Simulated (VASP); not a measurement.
# AlSi16 (a cell with a defect) in VASP: notebook, part 2 of 2

VASP 6.6.1.

### 3 Single point, LDA, collinear spin, zero start

Input file INCAR:

```
  PREC = Accurate
  ENCUT = 520
  EDIFF = 1E-6
  ISMEAR = 0
  SIGMA = 0.05
  LREAL = Auto
  LASPH = T
  NELM = 150
  ALGO = Normal
  ISIF = 2
  LWAVE = F
  LCHARG = T
  ISPIN = 2
  MAGMOM = 0 0 0 0 0 0 0 0 0 0 0 0 0 0 0 0 0
  LORBIT = 11
  GGA = CA
  LELF = T
  LVHAR = T
  NBANDS = 52
```

Input file KPOINTS:

```
regular mesh
0
Gamma
  2 2 2
```

Input file POSCAR:

```
AlSi16
1.0
    0.0000000000      5.4300000000      5.4300000000
    5.4300000000      0.0000000000      5.4300000000
    5.4300000000      5.4300000000      0.0000000000
Si Al
16 1
Direct
   -0.0428363720      0.0137667587      0.0144312155
    0.1190526703      0.1136865562      0.1139453039
    0.0048610497     -0.0148932781      0.5049765193
    0.1190032228      0.1136930939      0.6533148250
    0.0048873849      0.5045908840     -0.0145109576
    0.1189898711      0.6528661142      0.1140545120
    0.0048738490      0.5046057090      0.5049705341
    0.1580357274      0.6136613260      0.6140998158
    0.4954445672     -0.0012661142     -0.0019230203
    0.5877777164      0.1379232044      0.1373114180
    0.4954524862     -0.0012552486      0.5080300184
    0.6315020258      0.1198145488      0.6244985267
    0.4955062615      0.5085893186     -0.0018885820
    0.6315348987      0.6251507366      0.1191210866
    0.5290337937      0.4908822284      0.4901982505
    0.6315326888      0.6251509208      0.6245056169
    1.1745316759      0.2745935543      0.2753174954
```

Potentials or basis: VASP PAW LDA potentials, release 64 (Si, Al).

The run is started by

```sh
$ cat potpaw_LDA.64/Si/POTCAR potpaw_LDA.64/Al/POTCAR > POTCAR
$ mpirun -np 1 vasp_std > vasp.out
```

It took 5.8 min on 1 thread of AMD EPYC 9R45 (Zen 5), shared host; peak memory 0.44 GiB.

It converged, with:

```yaml
Free_energy: -95.9074 eV
Pressure: 1.7 GPa
Largest_force: 0.710 eV/Å
Net_moment: 0.00 μB per cell
Valence_electrons_inside_the_program's_atomic_spheres: Si 1.75, 1.71, 1.69, 1.70, 1.72 (each value once); Al 0.87
```

Forces on the atoms (eV/Å):
```
Si   0.024 -0.011  0.005
Si   0.039 -0.058 -0.056
Si   0.043 -0.039  0.059
Si   0.047 -0.051 -0.042
Si   0.045  0.063 -0.037
Si   0.033 -0.031 -0.060
Si  -0.067 -0.044 -0.040
Si   0.066 -0.064 -0.059
Si   0.011 -0.023 -0.028
Si  -0.021  0.017  0.013
Si   0.024 -0.013 -0.031
Si   0.029 -0.031  0.001
Si   0.028 -0.030 -0.016
Si   0.029  0.003 -0.034
Si   0.065 -0.067 -0.069
Si  -0.003 -0.030 -0.033
Al  -0.394  0.408  0.427
```

Stress tensor (GPa, compression positive):
```
 1.74  0.25  0.27
 0.25  1.73 -0.27
 0.27 -0.27  1.72
```

Levels at points of the mesh, in eV from the Fermi level:
Spin up:
```csv
k point,band 29,band 30,band 31,band 32,band 33,band 34,band 35,band 36,band 37,band 38
"(0.00, 0.00, 0.00)",-1.58,-1.57,-0.74,-0.71,-0.71,-0.46,-0.19,-0.19,0.00,0.00
"(0.50, 0.00, 0.00)",-1.48,-1.47,-1.36,-1.36,-0.58,0.16,0.35,0.36,0.98,0.98
"(0.00, 0.50, 0.00)",-1.55,-1.50,-1.41,-1.37,-0.50,0.25,0.31,0.70,0.74,0.82
"(0.00, 0.00, 0.50)",-1.55,-1.50,-1.41,-1.37,-0.50,0.25,0.31,0.70,0.75,0.82
"(0.50, 0.50, 0.50)",-1.55,-1.50,-1.41,-1.37,-0.50,0.25,0.31,0.70,0.75,0.81
"(0.50, 0.50, 0.00)",-2.12,-2.02,-1.97,-1.82,-0.23,0.14,1.00,1.33,1.47,1.48
"(0.00, 0.50, 0.50)",-2.12,-2.03,-1.97,-1.82,-0.23,0.14,1.00,1.33,1.47,1.48
"(0.50, 0.00, 0.50)",-2.12,-2.03,-1.97,-1.82,-0.23,0.14,1.00,1.33,1.47,1.48
```
Spin down:
```tsv
k point	band 31	band 32	band 33	band 34	band 35	band 36
(0.00, 0.00, 0.00)	-0.74	-0.71	-0.71	-0.46	-0.19	-0.19
(0.50, 0.00, 0.00)	-1.36	-1.36	-0.58	0.16	0.35	0.36
(0.00, 0.50, 0.00)	-1.41	-1.37	-0.50	0.25	0.31	0.70
(0.00, 0.00, 0.50)	-1.41	-1.37	-0.50	0.25	0.31	0.70
(0.50, 0.50, 0.50)	-1.41	-1.37	-0.50	0.25	0.31	0.70
(0.50, 0.50, 0.00)	-1.97	-1.82	-0.23	0.14	1.00	1.33
(0.00, 0.50, 0.50)	-1.97	-1.82	-0.23	0.14	1.00	1.33
(0.50, 0.00, 0.50)	-1.97	-1.82	-0.23	0.14	1.00	1.33
```

Caveat: the k points lie up to 0.50 Å⁻¹ apart; no moment was typed at the start, so none could form.

### 4 Single point, LDA, collinear spin, zero start

Input file INCAR:

```
PREC = Accurate ; ENCUT = 520
EDIFF = 1E-6 ; ISMEAR = 0
SIGMA = 0.05 ; LREAL = Auto
LASPH = T ; NELM = 150
ALGO = Normal ; ISIF = 2
LWAVE = F ; LCHARG = F
ISPIN = 2 ; MAGMOM = 0 0 0 0 0 0 0 0 0 0 0 0 0 0 0 0 0
LORBIT = 11 ; GGA = CA
NBANDS = 52
```

KPOINTS is that of step 3.

Input file POSCAR:

```
AlSi16
1.0
    0.0000000000      5.4300000000      5.4300000000
    5.4300000000      0.0000000000      5.4300000000
    5.4300000000      5.4300000000      0.0000000000
Si Al
16 1
Direct
   -0.0252925414      0.0079770718      0.0085417127
    0.1185341621      0.1173479742      0.1173284530
    0.0027282689     -0.0076207182      0.5024059853
    0.1185409761      0.1174105893      0.6466435543
    0.0028389503      0.5022501842     -0.0075739411
    0.1186745856      0.6460773481      0.1176180479
    0.0028653775      0.5022602210      0.5024154696
    0.1443790976      0.6184912523      0.6185466851
    0.4973030387     -0.0009593923     -0.0016956722
    0.6108448435      0.1302089319      0.1295908840
    0.4972995396     -0.0009291897      0.5055560773
    0.6282101289      0.1244523020      0.6237839779
    0.4973217311      0.5061042357     -0.0015821363
    0.6283162063      0.6245219153      0.1235390424
    0.5153480663      0.4955808471      0.4946889503
    0.6283370166      0.6245500921      0.6238826888
    1.2175438306      0.2603116022      0.2609491713
```

Potentials or basis: VASP PAW LDA potentials, release 64 (Si, Al).

The run is started by

```sh
$ cat potpaw_LDA.64/Si/POTCAR potpaw_LDA.64/Al/POTCAR > POTCAR
$ mpirun -np 1 vasp_std > vasp.out
```

OUTCAR:

```text
PREC = Accurate
   ENCUT = 520
   EDIFF = 1E-6
   ISMEAR = 0
   LREAL = Auto
   LASPH = T
   NELM = 150
   ISIF = 2
   ISPIN = 2
   LORBIT = 11
   GGA = CA

 ion  position               nearest neighbor table
   1  0.975  0.008  0.009-   4 2.27   6 2.27   2 2.27  10 2.28
   2  0.119  0.117  0.117-   1 2.27   9 2.38   5 2.42   3 2.42  17 2.43
   3  0.003  0.992  0.502-   8 2.35  12 2.35   2 2.42   4 2.42  17 2.63
   4  0.119  0.117  0.647-   1 2.27  11 2.38   7 2.42   3 2.42  17 2.43
   5  0.003  0.502  0.992-   8 2.35  14 2.35   6 2.42   2 2.42  17 2.63
   6  0.119  0.646  0.118-   1 2.27  13 2.38   7 2.42   5 2.42  17 2.43
   7  0.003  0.502  0.502-   8 2.35  16 2.35   6 2.42   4 2.42  17 2.63
   8  0.144  0.618  0.619-  15 2.33   7 2.35   5 2.35   3 2.35
   9  0.497  0.999  0.998-  14 2.35  12 2.35  10 2.36   2 2.38  17 2.85
[... 1029 lines left out ...]
      8.11609      5.40429      2.74263         0.025920      0.013727     -0.024219
      4.14687      1.28307      4.15260         0.000719     -0.000303     -0.042488
[... 9 lines left out ...]
      6.77899      6.79955      6.80318         0.002941     -0.021810     -0.024060
      2.83045      2.59822      2.59476        -0.123389      0.128397      0.131428
 -----------------------------------------------------------------------------------
    total drift:                                0.001715      0.001642      0.004671

  FREE ENERGIE OF THE ION-ELECTRON SYSTEM (eV)
  ---------------------------------------------------
  free  energy   TOTEN  =       -96.0808035176 eV

  energy  without entropy=      -96.0737513747  energy(sigma->0) =      -96.07727745

 total charge

# of ion       s       p       d       tot
------------------------------------------
    1        0.769   0.988   0.000   1.758
    2        0.768   0.947   0.000   1.715
    3        0.752   0.932   0.000   1.684
    4        0.768   0.947   0.000   1.715
    5        0.752   0.932   0.000   1.684
    6        0.768   0.948   0.000   1.715
[... 9 lines left out ...]
   16        0.752   0.956   0.000   1.709
   17        0.515   0.346   0.000   0.862
--------------------------------------------------
tot         12.608  15.557   0.000  28.165

 magnetization (x)

# of ion       s       p       d       tot
------------------------------------------
    1        0.000   0.000   0.000   0.000
    2        0.000   0.000   0.000   0.000
    3        0.000   0.000   0.000   0.000
    4       -0.000   0.000   0.000  -0.000
    5        0.000   0.000   0.000   0.000
    6       -0.000  -0.000   0.000  -0.000
[... 9 lines left out ...]
   16        0.000   0.000   0.000   0.000
   17        0.000  -0.000   0.000   0.000
--------------------------------------------------
tot          0.000   0.000   0.000   0.000
```

OSZICAR:

```text
N       E                     dE             d eps       ncg     rms          rms(c)
DAV:   1     0.144428890167E+03    0.14443E+03   -0.25209E+04  1664   0.106E+03
DAV:   2    -0.843552832718E+02   -0.22878E+03   -0.21431E+03  2048   0.160E+02
DAV:   3    -0.980794022543E+02   -0.13724E+02   -0.13445E+02  2156   0.350E+01
DAV:   4    -0.983531887123E+02   -0.27379E+00   -0.27239E+00  2096   0.614E+00
DAV:   5    -0.983600738105E+02   -0.68851E-02   -0.68804E-02  2096   0.925E-01    0.148E+01
DAV:   6    -0.967381218505E+02    0.16220E+01   -0.10566E+00  1988   0.295E+00    0.888E+00
DAV:   7    -0.960800631120E+02    0.65806E+00   -0.15221E+00  1968   0.330E+00    0.108E+00
DAV:   8    -0.960823826815E+02   -0.23196E-02   -0.93248E-02  2056   0.103E+00    0.550E-01
DAV:   9    -0.960808653160E+02    0.15174E-02   -0.67209E-03  2012   0.256E-01    0.258E-01
DAV:  10    -0.960807703228E+02    0.94993E-04   -0.73801E-04  2096   0.855E-02    0.102E-01
DAV:  11    -0.960808042274E+02   -0.33905E-04   -0.10817E-04  2056   0.345E-02    0.437E-02
DAV:  12    -0.960808035176E+02    0.70984E-06   -0.71272E-06  2024   0.892E-03
   1 F= -.96080804E+02 E0= -.96077277E+02  d E =-.705214E-02  mag=    -0.0000
```

Run time: 5.8 min. Hardware: 1 thread of AMD EPYC 9R45 (Zen 5), shared host; peak memory 0.44 GiB.

Results:

- Free energy: -96.0808 eV
- Pressure: 1.7 GPa
- Largest force: 0.221 eV/Å
- Net moment: 0.00 μB per cell
- Valence electrons inside the program's atomic spheres: Si 1.76, 1.72, 1.68, 1.71, 1.69, 1.73 (each value once); Al 0.86

Forces in eV/Å, atoms in the order of the input:
```
Si  -0.038  0.046  0.050
Si   0.043 -0.001  0.000
Si   0.027 -0.025  0.015
Si  -0.003 -0.047  0.004
Si   0.026  0.014 -0.024
Si   0.001  0.000 -0.042
Si  -0.014 -0.025 -0.025
Si   0.044 -0.043 -0.041
Si   0.012 -0.001 -0.004
Si  -0.061  0.060  0.059
Si   0.001 -0.013 -0.006
Si   0.020 -0.020 -0.006
Si   0.002 -0.003 -0.016
Si   0.020 -0.003 -0.024
Si   0.041 -0.042 -0.046
Si   0.003 -0.022 -0.024
Al  -0.123  0.128  0.131
```

Levels at points of the mesh, in eV from the Fermi level:
Spin up:
| k point | band 30 | band 31 | band 32 | band 33 | band 34 | band 35 | band 36 | band 37 |
| --- | --- | --- | --- | --- | --- | --- | --- | --- |
| (0.00, 0.00, 0.00) | -1.61 | -0.67 | -0.67 | -0.67 | -0.29 | -0.17 | -0.17 | 0.00 |
| (0.50, 0.00, 0.00) | -1.47 | -1.33 | -1.32 | -0.56 | 0.18 | 0.46 | 0.46 | 0.95 |
| (0.00, 0.50, 0.00) | -1.48 | -1.35 | -1.32 | -0.55 | 0.25 | 0.49 | 0.66 | 0.82 |
| (0.00, 0.00, 0.50) | -1.48 | -1.35 | -1.32 | -0.55 | 0.25 | 0.49 | 0.66 | 0.82 |
| (0.50, 0.50, 0.50) | -1.48 | -1.35 | -1.32 | -0.55 | 0.25 | 0.49 | 0.67 | 0.82 |
| (0.50, 0.50, 0.00) | -1.96 | -1.93 | -1.81 | -0.22 | 0.20 | 1.10 | 1.37 | 1.46 |
| (0.00, 0.50, 0.50) | -1.96 | -1.93 | -1.81 | -0.22 | 0.20 | 1.10 | 1.37 | 1.46 |
| (0.50, 0.00, 0.50) | -1.96 | -1.93 | -1.81 | -0.22 | 0.20 | 1.10 | 1.37 | 1.46 |
Spin down:
| k point | band 29 | band 30 | band 31 | band 32 | band 33 | band 34 | band 35 | band 36 | band 37 | band 38 |
| --- | --- | --- | --- | --- | --- | --- | --- | --- | --- | --- |
| (0.00, 0.00, 0.00) | -1.68 | -1.61 | -0.67 | -0.67 | -0.67 | -0.29 | -0.17 | -0.17 | 0.00 | 0.00 |
| (0.50, 0.00, 0.00) | -1.47 | -1.47 | -1.33 | -1.32 | -0.56 | 0.18 | 0.46 | 0.46 | 0.95 | 0.95 |
| (0.00, 0.50, 0.00) | -1.51 | -1.48 | -1.35 | -1.32 | -0.55 | 0.25 | 0.49 | 0.66 | 0.82 | 0.87 |
| (0.00, 0.00, 0.50) | -1.51 | -1.48 | -1.35 | -1.32 | -0.55 | 0.25 | 0.49 | 0.66 | 0.82 | 0.86 |
| (0.50, 0.50, 0.50) | -1.51 | -1.48 | -1.35 | -1.32 | -0.55 | 0.25 | 0.49 | 0.67 | 0.82 | 0.86 |
| (0.50, 0.50, 0.00) | -2.07 | -1.96 | -1.93 | -1.81 | -0.22 | 0.20 | 1.10 | 1.37 | 1.46 | 1.47 |
| (0.00, 0.50, 0.50) | -2.07 | -1.96 | -1.93 | -1.81 | -0.22 | 0.20 | 1.10 | 1.37 | 1.46 | 1.48 |
| (0.50, 0.00, 0.50) | -2.07 | -1.96 | -1.93 | -1.81 | -0.22 | 0.20 | 1.10 | 1.37 | 1.46 | 1.48 |

Caveat: the k points lie up to 0.50 Å⁻¹ apart; no moment was typed at the start, so none could form.

### 5 Overview

```csv
cell,gap on the mesh (eV),pressure (GPa),moment (μB),largest force (eV/Å)
"as given, atomic positions A",none,1.9,0.00,0.95
"as given, atomic positions B",none,1.7,0.00,0.71
"as given, atomic positions C",none,1.7,0.00,0.22
```

Alike in all rows: task single point; level LDA; potentials or basis VASP PAW LDA potentials, release 64 (Si, Al); spin collinear, zero start; k mesh 2 × 2 × 2; cutoff (eV) 520; smearing gaussian 0.05 eV.

Caveats: all runs use coarse meshes; no moment was typed at the start, so none could form.

Absolute energies hang on the potentials; compare differences alone.
